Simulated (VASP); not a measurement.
# Yb (P6_3/mmc) in VASP: further runs

Runs on Yb. Level: LDA. Tasks: single point.

All numbers are computed with VASP 6.6.1; they aren't measurements. Logs are shortened: lines on timing, memory, paths and dates and some standing lists are left out, and cuts for length are marked.

### Step 1. The cell of the first run

The structure is hexagonal, space group P6_3/mmc (No. 194). The conventional cell has a = 3.827 Å, b = 3.827 Å, c = 6.300 Å, α = 90.00°, β = 90.00°, γ = 120.00°. Yb (site symmetry -6m2) has 12 Yb at 3.83 to 3.85 Å within 5.0 Å.

This isn't the form of Yb at room conditions, which is fcc.

### Step 2. Single point, LDA, collinear spin, ferromagnetic start (39.96 Å³/atom)

The input, INCAR:

```
PREC     = Accurate       # precision mode
ENCUT    = 520            # plane-wave cutoff, eV
EDIFF    = 1E-6           # SCF threshold, eV
ISMEAR   = -1             # smearing method
SIGMA    = 0.05           # smearing width, eV
LREAL    = F              # projectors in reciprocal space
LASPH    = T              # aspherical terms in the spheres
NELM     = 150            # most SCF steps
ALGO     = Normal         # electronic algorithm
ISIF     = 2              # what is computed and relaxed
LWAVE    = F              # write WAVECAR
LCHARG   = T              # write CHGCAR
ISPIN    = 2              # spin polarisation
MAGMOM   = 1 1            # initial moments
LORBIT   = 11             # projections on sites
LMAXMIX  = 6              # l up to which the mixer works
GGA      = CA             # functional
LELF     = T              # ELF
LVHAR    = T            
NBANDS   = 35             # bands
```

The input, KPOINTS:

```
Automatic mesh
0
Gamma
  8 8 4
```

The input, POSCAR:

```
Yb
1.0
    3.8274624909      0.0000000000      0.0000000000
   -1.9137312454      3.3146797491      0.0000000000
    0.0000000000      0.0000000000      6.2995934742
Yb
2
Direct
    0.6666666667      0.3333333333      0.7500000000
    0.3333333333      0.6666666667      0.2500000000
```

Potentials or basis: VASP PAW PBE potentials, release 64 (Yb).

Started as:

```bash
$ cat potpaw_PBE.64/Yb/POTCAR > POTCAR
$ mpirun -np 1 vasp_std > vasp.out
```

OUTCAR:

```text
PREC = Accurate
   ENCUT = 520
   EDIFF = 1E-6
   ISMEAR = -1
   LREAL = F
   LASPH = T
   NELM = 150
   ISIF = 2
   ISPIN = 2
   LORBIT = 11
   GGA = CA

 ion  position               nearest neighbor table
   1  0.667  0.333  0.750-
   2  0.333  0.667  0.250-

  LATTYP: Found a hexagonal cell.
 ALAT       =     3.8274624909
 C/A-ratio  =     1.6458929354

  Lattice vectors:

 A1 = (   3.8274624909,   0.0000000000,   0.0000000000)
 A2 = (  -1.9137312454,   3.3146797491,   0.0000000000)
 A3 = (   0.0000000000,   0.0000000000,   6.2995934742)

Analysis of symmetry for initial positions (statically):
=====================================================================
 Subroutine PRICEL returns:
 Original cell was already a primitive cell.

 Routine SETGRP: Setting up the symmetry group for a
 hexagonal supercell.

 Subroutine GETGRP returns: Found 24 space group operations
 (whereof 12 operations were pure point group operations)
 out of a pool of 24 trial point group operations.

The static configuration has the point symmetry D_3d.
 The point group associated with its full space group is D_6h.

Analysis of symmetry for dynamics (positions and initial velocities):
=====================================================================
 Subroutine PRICEL returns:
 Original cell was already a primitive cell.

 Routine SETGRP: Setting up the symmetry group for a
 hexagonal supercell.

 Subroutine GETGRP returns: Found 24 space group operations
 (whereof 12 operations were pure point group operations)
 out of a pool of 24 trial point group operations.

The dynamic configuration has the point symmetry D_3d.
 The point group associated with its full space group is D_6h.

Analysis of structural, dynamic, and magnetic symmetry:
=====================================================================
 Subroutine PRICEL returns:
 Original cell was already a primitive cell.

 Routine SETGRP: Setting up the symmetry group for a
 hexagonal supercell.

 Subroutine GETGRP returns: Found 24 space group operations
 (whereof 12 operations were pure point group operations)
 out of a pool of 24 trial point group operations.

The overall configuration has the point symmetry D_3d.
 The point group associated with its full space group is D_6h.

 Subroutine INISYM returns: Found 24 space group operations
[... 117 lines left out ...]
     AMIX_MAG =   1.60;   BMIX_MAG =  1.00
  volume/ion in A,a.u.               =      39.96       269.67
  Fermi-wavevector in a.u.,A,eV,Ry     =   1.381233  2.610152 25.957251  1.907804
  Thomas-Fermi vector in A             =   2.506036
   LORBIT       =     11    0 simple, 1 ext, 2 COOP (PROOUT), +10 PAW based schemes
   GGA     = CA    functional components
   LHFCALC =     F    Hartree Fock is set to
   AEXX    =    0.0000 exact exchange contribution
   IVDW    =     0    specifies the selected vdW correction
   LEPSILON=     F    determine dielectric tensor
   LRPA    =     F    only Hartree local field effects (RPA)
 spin polarized calculation
  energy-cutoff  :      520.00
  volume of cell :       79.92
 maximum number of plane-waves:      2176
   NGX = 15   NGY = 15   NGZ = 23

 number of electron      47.9999988 magnetization       0.0373082

 number of electron      47.9999988 magnetization      -0.0016609

 Free energy of the ion-electron system (eV)
  ---------------------------------------------------
  ext. energy  EPLUGINS =         0.00000000
  ---------------------------------------------------
  free energy    TOTEN  =        -8.00222194 eV

  energy without entropy =       -7.97269207  energy(sigma->0) =       -7.98745700

 E-fermi :   0.9814     XC(G=0):  -9.2871

 val. band max:        0.9717907575   @ k =   0.5000   0.0000   0.0000
 cond. band min:       0.9920243332   @ k =   0.2500   0.1250   0.0000
 fundamental gap:      0.0202335757
 Fermi energy:         0.9814360791

 spin component 1

 k-point     1 :       0.0000    0.0000    0.0000
  band No.  band energies     occupation
      1     -50.5397      1.00000
      2     -50.5298      1.00000
      3     -23.2092      1.00000
      4     -22.9995      1.00000
      5     -22.9995      1.00000
      6     -22.9718      1.00000
[... 901 lines left out ...]
     34       6.5063      0.00000
     35       8.1523      0.00000

 [... further k-points ...]

 spin component 2

 k-point     1 :       0.0000    0.0000    0.0000
  band No.  band energies     occupation
      1     -50.5400      1.00000
      2     -50.5300      1.00000
      3     -23.2093      1.00000
      4     -22.9998      1.00000
      5     -22.9998      1.00000
      6     -22.9718      1.00000
[... 901 lines left out ...]
     34       6.5062      0.00000
     35       8.1522      0.00000

 [... further k-points ...]

------------------------ aborting loop because EDIFF is reached ----------------------------------------

  FORCE on cell =-STRESS in cart. coord.  units (eV):
  Direction    XX          YY          ZZ          XY          YZ          ZX
  --------------------------------------------------------------------------------------
  -------------------------------------------------------------------------------------
  Total       -4.2347220     -4.2347220     -4.3396807     -0.0000000     -0.0000000      0.0000000
  in kB      -84.8927195    -84.8927195    -86.9968085     -0.0000000     -0.0000000      0.0000000
  external PRESSURE =     -85.5940825 kB  Pullay stress =       0.0000000 kB

 VOLUME and BASIS-vectors are now :
 -----------------------------------------------------------------------------
  energy-cutoff  :      520.00
  volume of cell :       79.92
      direct lattice vectors                 reciprocal lattice vectors
     3.827462491  0.000000000  0.000000000     0.261269706  0.150844135  0.000000000
    -1.913731245  3.314679749  0.000000000     0.000000000  0.301688270  0.000000000
     0.000000000  0.000000000  6.299593474     0.000000000  0.000000000  0.158740402

 POSITION                                       TOTAL-FORCE (eV/Angst)
 -----------------------------------------------------------------------------------
      1.91373      1.10489      4.72470         0.000000     -0.000000      0.000000
     -0.00000      2.20979      1.57490        -0.000000      0.000000      0.000000
 -----------------------------------------------------------------------------------
    total drift:                                0.000000     -0.000000      0.000000

  FREE ENERGIE OF THE ION-ELECTRON SYSTEM (eV)
  ---------------------------------------------------
  free  energy   TOTEN  =        -8.0022219353 eV

  energy  without entropy=       -7.9726920709  energy(sigma->0) =       -7.98745700

 total charge

# of ion       s       p       d       f       tot
--------------------------------------------------
    1        2.222   5.935   0.219  13.653  22.029
    2        2.222   5.935   0.219  13.653  22.029
--------------------------------------------------
tot          4.445  11.870   0.437  27.306  44.058

 magnetization (x)

# of ion       s       p       d       f       tot
--------------------------------------------------
    1       -0.000   0.000   0.000  -0.000  -0.000
    2       -0.000   0.000   0.000  -0.000  -0.000
--------------------------------------------------
tot         -0.000   0.000   0.000  -0.000  -0.000
```

OSZICAR:

```text
N       E                     dE             d eps       ncg     rms          rms(c)
DAV:   1     0.337130899358E+03    0.33713E+03   -0.15198E+04  6198   0.878E+03
DAV:   2     0.639701967148E+02   -0.27316E+03   -0.25277E+03  5850   0.876E+02
DAV:   3     0.501248546559E+01   -0.58958E+02   -0.57419E+02  6498   0.193E+02
DAV:   4    -0.526061696664E+01   -0.10273E+02   -0.10104E+02  7922   0.702E+01
[... 13 lines left out ...]
DAV:  60    -0.800231595845E+01    0.21138E-04   -0.17370E-05  5640   0.246E-01    0.292E-01
DAV:  61    -0.800221554146E+01    0.10042E-03   -0.75292E-05  5985   0.500E-01    0.131E-01
DAV:  62    -0.800222264189E+01   -0.71004E-05   -0.39240E-05  6425   0.988E-02    0.939E-02
DAV:  63    -0.800222193529E+01    0.70660E-06   -0.25291E-06  4105   0.370E-02
   1 F= -.80022219E+01 E0= -.79874570E+01  d E =-.295299E-01  mag=    -0.0010
```

Wall time 17 min (1 thread of Intel Xeon Platinum 8488C (Sapphire Rapids), shared host); peak memory 0.27 GiB.

Results:

* Free energy: -8.0022 eV
* Pressure: -8.6 GPa
* Band gap on the k mesh: zero (filled and empty bands overlap)
* Net moment: 0.00 μB per cell
* Valence electrons inside the program's atomic spheres: Yb 22.03

Levels at points of the mesh, in eV from the Fermi level:
Spin up:
```tsv
k point	band 22	band 23	band 24	band 25	band 26	band 27
(0.00, 0.00, 0.00)	-0.32	-0.30	-0.29	0.23	2.56	2.63
(0.50, 0.00, 0.00)	-0.32	-0.30	-0.30	-0.01	0.20	1.57
(0.00, 0.00, 0.50)	-0.32	-0.30	-0.30	1.43	1.43	2.61
(0.50, 0.00, 0.50)	-0.33	-0.32	-0.32	0.39	0.39	1.51
```
Spin down:
| k point | band 22 | band 23 | band 24 | band 25 | band 26 | band 27 |
| --- | --- | --- | --- | --- | --- | --- |
| (0.00, 0.00, 0.00) | -0.32 | -0.30 | -0.30 | 0.23 | 2.56 | 2.63 |
| (0.50, 0.00, 0.00) | -0.32 | -0.30 | -0.30 | -0.01 | 0.20 | 1.57 |
| (0.00, 0.00, 0.50) | -0.32 | -0.30 | -0.30 | 1.43 | 1.43 | 2.61 |
| (0.50, 0.00, 0.50) | -0.33 | -0.32 | -0.32 | 0.39 | 0.39 | 1.51 |

Caveat: the cell stands under tension; the PAW data sets were made with another functional, which shifts forces and pressure a little; spin-orbit coupling is left out, which moves the levels of the heavy elements.

### Step 3. Single point, LDA, collinear spin, ferromagnetic start (40.79 Å³/atom)

This run uses another cell than the first one, of 40.79 Å³/atom.

The input, INCAR:

```
PREC = Accurate
ENCUT = 520
EDIFF = 1E-6
ISMEAR = -1
SIGMA = 0.05
LREAL = False
LASPH = True
NELM = 150
ALGO = Normal
ISIF = 2
LWAVE = False
LCHARG = False
ISPIN = 2
MAGMOM = 1 1
LORBIT = 11
LMAXMIX = 6
GGA = CA
NBANDS = 35
```

KPOINTS is that of step 2.

The input, POSCAR:

```
Yb
1.0
    3.8538596181      0.0000000000      0.0000000000
   -1.9269298090      3.3375403318      0.0000000000
    0.0000000000      0.0000000000      6.3430403194
Yb
2
Direct
    0.6666666667      0.3333333333      0.7500000000
    0.3333333333      0.6666666667      0.2500000000
```

Potentials or basis: VASP PAW PBE potentials, release 64 (Yb).

Started as:

```bash
$ cat potpaw_PBE.64/Yb/POTCAR > POTCAR
$ mpirun -np 1 vasp_std > vasp.out
```

OUTCAR:

```text
PREC = Accurate
   ENCUT = 520
   EDIFF = 1E-6
   ISMEAR = -1
   LREAL = False
   LASPH = True
   NELM = 150
   ISIF = 2
   ISPIN = 2
   LORBIT = 11
   GGA = CA

 ion  position               nearest neighbor table
   1  0.667  0.333  0.750-
   2  0.333  0.667  0.250-

  LATTYP: Found a hexagonal cell.
 ALAT       =     3.8538596181
 C/A-ratio  =     1.6458929354

  Lattice vectors:

 A1 = (   3.8538596181,   0.0000000000,   0.0000000000)
 A2 = (  -1.9269298090,   3.3375403318,   0.0000000000)
 A3 = (   0.0000000000,   0.0000000000,   6.3430403194)

Analysis of symmetry for initial positions (statically):
=====================================================================
 Subroutine PRICEL returns:
 Original cell was already a primitive cell.

 Routine SETGRP: Setting up the symmetry group for a
 hexagonal supercell.
[... 1114 lines left out ...]
      2     -50.6006      1.00000
      3     -23.2730      1.00000
      4     -23.0784      1.00000
      5     -23.0784      1.00000
      6     -23.0521      1.00000
[... 901 lines left out ...]
     34       6.3669      0.00000
     35       7.9372      0.00000

 [... further k-points ...]

------------------------ aborting loop because EDIFF is reached ----------------------------------------

  FORCE on cell =-STRESS in cart. coord.  units (eV):
  Direction    XX          YY          ZZ          XY          YZ          ZX
  --------------------------------------------------------------------------------------
  -------------------------------------------------------------------------------------
  Total       -2.2397971     -2.2397971     -2.2964102     -0.0000000      0.0000000      0.0000000
  in kB      -43.9844707    -43.9844707    -45.0962229     -0.0000000      0.0000000      0.0000000
  external PRESSURE =     -44.3550547 kB  Pullay stress =       0.0000000 kB

 VOLUME and BASIS-vectors are now :
 -----------------------------------------------------------------------------
  energy-cutoff  :      520.00
  volume of cell :       81.59
      direct lattice vectors                 reciprocal lattice vectors
     3.853859618  0.000000000  0.000000000     0.259480131  0.149810924  0.000000000
    -1.926929809  3.337540332  0.000000000     0.000000000  0.299621847  0.000000000
     0.000000000  0.000000000  6.343040319     0.000000000  0.000000000  0.157653105

 POSITION                                       TOTAL-FORCE (eV/Angst)
 -----------------------------------------------------------------------------------
      1.92693      1.11251      4.75728         0.000000      0.000000      0.000000
     -0.00000      2.22503      1.58576        -0.000000      0.000000      0.000000
 -----------------------------------------------------------------------------------
    total drift:                               -0.000001      0.000000     -0.000000

  FREE ENERGIE OF THE ION-ELECTRON SYSTEM (eV)
  ---------------------------------------------------
  free  energy   TOTEN  =        -7.9553741895 eV

  energy  without entropy=       -7.9248615781  energy(sigma->0) =       -7.94011788

 total charge

# of ion       s       p       d       f       tot
--------------------------------------------------
    1        2.221   5.934   0.210  13.656  22.022
    2        2.221   5.934   0.210  13.656  22.022
--------------------------------------------------
tot          4.443  11.868   0.421  27.311  44.043

 magnetization (x)

# of ion       s       p       d       f       tot
--------------------------------------------------
    1       -0.000  -0.000   0.000  -0.000  -0.000
    2       -0.000  -0.000   0.000  -0.000  -0.000
--------------------------------------------------
tot         -0.000  -0.000   0.000  -0.000  -0.000
```

It took 19 min on 1 thread of Intel Xeon Platinum 8488C (Sapphire Rapids), shared host; peak memory 0.27 GiB.

Results:

```yaml
Free_energy: -7.9554 eV
Pressure: -4.4 GPa
Band_gap_on_the_k_mesh: zero (filled and empty bands overlap)
Net_moment: 0.00 μB per cell
Valence_electrons_inside_the_program's_atomic_spheres: Yb 22.02
```

Stress tensor (GPa, compression positive):
```
-4.40  0.00  0.00
 0.00 -4.40  0.00
 0.00  0.00 -4.51
```

Caveat: the cell stands under tension; the PAW data sets were made with another functional, which shifts forces and pressure a little; spin-orbit coupling is left out, which moves the levels of the heavy elements. The state reached can hang on the start; a lower one may exist.

The gap in the log of VASP goes by the Fermi energy; the results here count the filled bands.